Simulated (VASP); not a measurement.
# HfN (P6_3/mmc) in VASP: notebook

HfN is run at these levels: PBE; tasks: single point.

Everything below comes from runs of VASP 6.6.1. Logs are shortened: lines on timing, memory, paths and dates and some standing lists are left out, and cuts for length are marked.

## 1. The cell of the first run

Symmetry: P6_3/mmc, No. 194, hexagonal system. The conventional cell has a = 3.134 Å, b = 3.134 Å, c = 5.417 Å, α = 90.00°, β = 90.00°, γ = 120.00°. Within 3.0 Å of Hf (site symmetry -6m2) lie 6 N at 2.26 Å. Within 3.0 Å of N (site symmetry -3m) lie 6 Hf at 2.26 Å and 2 N at 2.71 Å.

## 2. Single point, PBE

INCAR

```
ALGO = Normal
EDIFF = 1E-6
ENCUT = 520
GGA = PE
ISIF = 2
ISMEAR = 0
LASPH = T
LCHARG = F
LREAL = F
LWAVE = F
NBANDS = 23
NELM = 100
PREC = Accurate
SIGMA = 0.05
```

KPOINTS

```
k-points
0
Gamma
  12 12 6
```

POSCAR

```
HfN
1.0
    3.1339080219      0.0000000000      0.0000000000
   -1.5669540110      2.7140439601      0.0000000000
    0.0000000000      0.0000000000      5.4167677200
Hf N
2 2
Direct
    0.6666666700      0.3333333300      0.7500000000
    0.3333333300      0.6666666700      0.2500000000
    0.0000000000      0.0000000000      0.0000000000
    0.0000000000      0.0000000000      0.5000000000
```

Potentials or basis: VASP PAW PBE potentials, release 64 (Hf_pv, N).

Started as:

```bash
cat potpaw_PBE.64/Hf_pv/POTCAR potpaw_PBE.64/N/POTCAR > POTCAR
mpirun -np 1 vasp_std > vasp.out
```

OUTCAR:

```text
EDIFF = 1E-6
   ENCUT = 520
   GGA = PE
   ISIF = 2
   ISMEAR = 0
   LASPH = T
   LREAL = F
   NELM = 100
   PREC = Accurate

 ion  position               nearest neighbor table
   1  0.667  0.333  0.750-   3 2.26   4 2.26   3 2.26   4 2.26   3 2.26   4 2.26   2 3.26   2 3.26
                             2 3.26   2 3.26   2 3.26   2 3.26
   2  0.333  0.667  0.250-   3 2.26   4 2.26   3 2.26   4 2.26   3 2.26   4 2.26   1 3.26   1 3.26
                             1 3.26   1 3.26   1 3.26   1 3.26
   3  0.000  0.000  0.000-   1 2.26   2 2.26   1 2.26   2 2.26   1 2.26   2 2.26
   4  0.000  0.000  0.500-   1 2.26   2 2.26   1 2.26   2 2.26   1 2.26   2 2.26

  LATTYP: Found a hexagonal cell.
 ALAT       =     3.1339080219
 C/A-ratio  =     1.7284386402

  Lattice vectors:

 A1 = (   3.1339080219,   0.0000000000,   0.0000000000)
 A2 = (  -1.5669540110,   2.7140439601,   0.0000000000)
 A3 = (   0.0000000000,   0.0000000000,   5.4167677200)

Analysis of symmetry for initial positions (statically):
=====================================================================
 Subroutine PRICEL returns:
 Original cell was already a primitive cell.

 Routine SETGRP: Setting up the symmetry group for a
 hexagonal supercell.

 Subroutine GETGRP returns: Found 24 space group operations
 (whereof 12 operations were pure point group operations)
 out of a pool of 24 trial point group operations.

The static configuration has the point symmetry D_3d.
 The point group associated with its full space group is D_6h.

Analysis of symmetry for dynamics (positions and initial velocities):
=====================================================================
 Subroutine PRICEL returns:
 Original cell was already a primitive cell.

 Routine SETGRP: Setting up the symmetry group for a
 hexagonal supercell.

 Subroutine GETGRP returns: Found 24 space group operations
 (whereof 12 operations were pure point group operations)
 out of a pool of 24 trial point group operations.

The dynamic configuration has the point symmetry D_3d.
 The point group associated with its full space group is D_6h.

 Subroutine INISYM returns: Found 24 space group operations
 (whereof 12 operations are pure point group operations),
 and found     1 'primitive' translations
[... 94 lines left out ...]
   LNONCOLLINEAR =      F non collinear calculations
   LSORBIT =      F    spin-orbit coupling
   LASPH  =      T    aspherical Exc in radial PAW
   ENCUT  =  520.0 eV  38.22 Ry    6.18 a.u.   5.83  5.83 10.07*2*pi/ulx,y,z
   NELM   =    100;   NELMIN=  2; NELMDL= -5     # of ELM steps
   EDIFF  = 0.1E-05   stopping-criterion for ELM
   LREAL  =      F    real-space projection
   EDIFFG = 0.1E-04   stopping-criterion for IOM
   NSW    =      0    number of steps for IOM
   IBRION =     -1    ionic relax: 0-MD 1-quasi-New 2-CG
   NFREE  =      0    steps in history (QN), initial steepest desc. (CG)
   ISIF   =      2    stress and relaxation
   ISYM   =      2    0-nonsym 1-usesym 2-fastsym
   POTIM  = 0.5000    time-step for ionic-motion
   TEBEG  =    0.0;   TEEND  =   0.0 temperature during run
   PSTRESS=    0.0 pullay stress
   NELECT =      30.0000    total number of electrons
   NUPDOWN=      -1.0000    fix difference up-down
   EMIN   =  10.00;   EMAX   =-10.00  energy-range for DOS
   EFERMI =   0.00;   METHOD = LEGACY
   ISMEAR =     0;   SIGMA  =   0.05  broadening in eV -4-tet -1-fermi 0-gaus
   EFERMI_NEDOS =   21; number of points for ismear=-14 and -15
   IALGO  =     38    algorithm
   IMIX   =      4    mixing-type and parameters
     AMIX     =   0.40;   BMIX     =  1.00
     AMIX_MAG =   1.60;   BMIX_MAG =  1.00
  volume/ion in A,a.u.               =      11.52        77.73
  Fermi-wavevector in a.u.,A,eV,Ry     =   1.418951  2.681429 27.394278  2.013423
  Thomas-Fermi vector in A             =   2.540023
   LORBIT       =      0    0 simple, 1 ext, 2 COOP (PROOUT), +10 PAW based schemes
   GGA     = PE    functional components
   LHFCALC =     F    Hartree Fock is set to
   AEXX    =    0.0000 exact exchange contribution
   IVDW    =     0    specifies the selected vdW correction
   LEPSILON=     F    determine dielectric tensor
   LRPA    =     F    only Hartree local field effects (RPA)
 non-spin polarized calculation
 Gauss-broadening in eV      SIGMA  =   0.05
  energy-cutoff  :      520.00
  volume of cell :       46.07
 maximum number of plane-waves:      1275
 NGX is ok and might be reduce to    24
   NGX = 11   NGY = 11   NGZ = 21

 number of electron      30.0000001 magnetization

 Free energy of the ion-electron system (eV)
  ---------------------------------------------------
  ext. energy  EPLUGINS =         0.00000000
  ---------------------------------------------------
  free energy    TOTEN  =       -43.40157127 eV

  energy without entropy =      -43.40079087  energy(sigma->0) =      -43.40118107

 E-fermi :   7.8499     XC(G=0): -12.7445

 val. band max:        7.8226685661   @ k =   0.0833   0.0000   0.0000
 cond. band min:       7.8590244339   @ k =   0.0833   0.0833   0.0000
 fundamental gap:      0.0363558678
 Fermi energy:         7.8498600133

 k-point     1 :       0.0000    0.0000    0.0000
  band No.  band energies     occupation
      1     -23.7834      2.00000
      2     -22.9253      2.00000
      3     -22.8208      2.00000
      4     -22.8208      2.00000
      5     -22.7603      2.00000
      6     -22.7603      2.00000
[... 613 lines left out ...]
     22      13.5925      0.00000
     23      13.8086      0.00000

 [... further k-points ...]

------------------------ aborting loop because EDIFF is reached ----------------------------------------

  FORCE on cell =-STRESS in cart. coord.  units (eV):
  Direction    XX          YY          ZZ          XY          YZ          ZX
  --------------------------------------------------------------------------------------
  -------------------------------------------------------------------------------------
  Total        1.1765828      1.1765828      0.9904939     -0.0000000     -0.0000000      0.0000000
  in kB       40.9156770     40.9156770     34.4444333     -0.0000000     -0.0000000      0.0000000
  external PRESSURE =      38.7585957 kB  Pullay stress =       0.0000000 kB

 VOLUME and BASIS-vectors are now :
 -----------------------------------------------------------------------------
  energy-cutoff  :      520.00
  volume of cell :       46.07
      direct lattice vectors                 reciprocal lattice vectors
     3.133908022  0.000000000  0.000000000     0.319090411  0.184226935  0.000000000
    -1.566954011  2.714043960  0.000000000     0.000000000  0.368453870  0.000000000
     0.000000000  0.000000000  5.416767720     0.000000000  0.000000000  0.184611940

 POSITION                                       TOTAL-FORCE (eV/Angst)
 -----------------------------------------------------------------------------------
      1.56695      0.90468      4.06258        -0.000000      0.000000      0.000000
     -0.00000      1.80936      1.35419         0.000000     -0.000000      0.000000
      0.00000      0.00000      0.00000        -0.000000     -0.000000      0.000000
      0.00000      0.00000      2.70838         0.000000     -0.000000      0.000000
 -----------------------------------------------------------------------------------
    total drift:                               -0.000004      0.000002     -0.000000

  FREE ENERGIE OF THE ION-ELECTRON SYSTEM (eV)
  ---------------------------------------------------
  free  energy   TOTEN  =       -43.4015712726 eV

  energy  without entropy=      -43.4007908738  energy(sigma->0) =      -43.40118107
```

Wall time 71 s (1 thread of Intel Xeon 8259CL, shared host); peak memory 0.21 GiB.

What came out:

| Quantity | Value |
| --- | --- |
| Free energy | -43.4016 eV |
| Pressure | 3.9 GPa |
| Band gap on the k mesh | zero (bands 15 and 16 overlap by 2.30 eV) |

Stress tensor (GPa, compression positive):
```
4.09 0.00 0.00
0.00 4.09 0.00
0.00 0.00 3.44
```

Levels at points of the mesh, in eV from the Fermi level:
```csv
k point,band 11,band 12,band 13,band 14,band 15,band 16,band 17,band 18,band 19,band 20
"(0.00, 0.00, 0.00)",-4.64,-3.51,-3.51,-1.66,-0.51,0.83,0.83,1.13,1.96,1.96
"(0.50, 0.00, 0.00)",-5.69,-5.39,-3.18,-2.70,-2.35,2.52,2.83,4.53,4.75,5.59
"(0.00, 0.00, 0.50)",-4.30,-4.30,-4.30,-4.30,1.95,1.95,3.00,3.00,3.00,3.00
"(0.50, 0.00, 0.50)",-5.38,-5.38,-4.39,-4.39,-0.19,-0.19,4.81,4.81,4.90,4.90
```

Caveat: the cell stands under pressure; spin-orbit coupling is left out, which moves the levels of the heavy elements.

## 3. Single point, PBE

This run uses another cell than the first one, of 12.21 Å³/atom.

INCAR

```
SYSTEM = HfN
ALGO     = Normal         ! electronic algorithm
EDIFF    = 1E-6           ! SCF threshold, eV
ENCUT    = 520            ! plane-wave cutoff, eV
GGA      = PE             ! functional
ISIF     = 2              ! what is computed and relaxed
ISMEAR   = 0              ! smearing method
LASPH    = .TRUE.         ! aspherical terms in the spheres
LCHARG   = .FALSE.        ! write CHGCAR
LREAL    = .FALSE.        ! projectors in reciprocal space
LWAVE    = .FALSE.        ! write WAVECAR
NBANDS   = 23             ! bands
NELM     = 100            ! most SCF steps
PREC     = Accurate       ! precision mode
SIGMA    = 0.05           ! smearing width, eV
```

KPOINTS

```
k-points
0
G
  12 12 6
  0 0 0
```

POSCAR

```
HfN
1.0
    3.1953728034      0.0000000000      0.0000000000
   -1.5976864018      2.7672740223      0.0000000000
    0.0000000000      0.0000000000      5.5230058234
Hf N
2 2
Direct
    0.6666666700      0.3333333300      0.7500000000
    0.3333333300      0.6666666700      0.2500000000
    0.0000000000      0.0000000000      0.0000000000
    0.0000000000      0.0000000000      0.5000000000
```

Potentials or basis: VASP PAW PBE potentials, release 64 (Hf_pv, N).

Started as:

```bash
cat potpaw_PBE.64/Hf_pv/POTCAR potpaw_PBE.64/N/POTCAR > POTCAR
mpirun -np 1 vasp_std > vasp.out
```

Wall time 84 s (1 thread of Intel Xeon 8259CL, shared host); peak memory 0.21 GiB.

It converged, with:

| Quantity | Value |
| --- | --- |
| Free energy | -43.3383 eV |
| Pressure | -10.7 GPa |
| Band gap on the k mesh | zero (bands 15 and 16 overlap by 2.15 eV) |

Stress tensor (GPa, compression positive):
```
-10.50   0.00   0.00
  0.00 -10.50   0.00
  0.00   0.00 -10.98
```

Levels at points of the mesh, in eV from the Fermi level:
| k point | band 13 | band 14 | band 15 | band 16 | band 17 | band 18 |
| --- | --- | --- | --- | --- | --- | --- |
| (0.00, 0.00, 0.00) | -3.36 | -1.66 | -0.47 | 0.76 | 0.79 | 0.79 |
| (0.50, 0.00, 0.00) | -3.15 | -2.57 | -2.32 | 2.31 | 2.59 | 4.20 |
| (0.00, 0.00, 0.50) | -4.10 | -4.10 | 1.78 | 1.78 | 2.73 | 2.73 |
| (0.50, 0.00, 0.50) | -4.23 | -4.23 | -0.24 | -0.24 | 4.44 | 4.44 |

Caveat: the cell stands under tension; spin-orbit coupling is left out, which moves the levels of the heavy elements.

The gap in the log of VASP goes by the Fermi energy; the results here count the filled bands.